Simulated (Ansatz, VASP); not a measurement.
## CsH in VASP and in Ansatz

POSCAR

```
CsH
1.0
    2.9294055578      2.9294055578      0.0000000000
   -2.9294055578      2.9294055578      0.0000000000
    0.0000000000      2.9294055578      2.9294055578
Cs H
1 1
Direct
    0.0000000000      0.0000000000      0.0000000000
    0.5000000000      0.5000000000      0.0000000000
```

INCAR.step1

```
  PREC = Accurate
  ENCUT = 520
  ISMEAR = 0
  SIGMA = 0.01
  LREAL = F
  LASPH = T
  NELM = 100
  NBANDS = 12
  GGA = PE
  ALGO = Normal
  EDIFF = 1E-4
  LWAVE = T
  LCHARG = F
```

File INCAR.step2:

```
  PREC = Accurate
  ENCUT = 520
  EDIFF = 1E-6
  ISMEAR = 0
  SIGMA = 0.01
  LREAL = F
  LASPH = T
  NELM = 100
  ALGO = Normal
  ISIF = 2
  LWAVE = F
  LCHARG = T
  METAGGA = R2SCAN
  LMIXTAU = T
  LELF = T
  LVHAR = T
  NBANDS = 12
  ISTART = 1
```

Contents of KPOINTS:

```
regular mesh
0
Gamma
  6 6 6
```

Input for Ansatz:

```yaml
crystal:
  lattice:
    - [2.92940555775, 2.92940555775, 0.0]
    - [-2.92940555775, 2.92940555775, 0.0]
    - [0.0, 2.92940555775, 2.92940555775]
  atoms:
    - { symbol: Cs, position: [0.0, 0.0, 0.0] }
    - { symbol: H, position: [0.5, 0.5, 0.0] }
kpoints:
  mp_grid: { grid: [6, 6, 6] }
scf:
  occupations: { method: fixed }
  convergence: { dr2_threshold: 1.0e-10 }
hamiltonian:
  xc: r2scan
  pseudopotentials: { kind: paw }
output:
  forces: true
  stress: true
  eigenstates:
    kpoints:
      - [0.0, 0.0, 0.0]
      - [0.5, 0.0, 0.0]
      - [0.0, 0.5, 0.5]
      - [0.0, -0.5, 0.0]
      - [0.5, 0.0, 0.5]
      - [-0.5, -0.5, -0.5]
      - [-0.5, 0.5, 0.0]
      - [0.0, 0.0, -0.5]
  eigenvalues: true
```

Alike in both runs: task single point; functional r2SCAN; k mesh 6 × 6 × 6; no spin polarisation.

|  | VASP | Ansatz |
| --- | --- | --- |
| version | VASP 6.6.1 | Ansatz 0.2.0 |
| potentials or method | VASP PAW PBE potentials, release 64 (Cs_sv, H) | PAW with Ansatz's default frozen-core files, scalar-relativistic |
| plane-wave cutoff (eV) | 520 | 500 |
| occupations | gaussian, width 0.01 eV | fixed |
| valence electrons in the cell | 10 | 10 |

```csv
,VASP,Ansatz,Ansatz less VASP
gap on the k mesh at the Fermi level (eV),2.25,2.29,+0.038
pressure (GPa),4.1,4.0,-0.15
```

VASP's potentials were made for PBE, not for r2SCAN.

Spin-orbit coupling is off throughout.
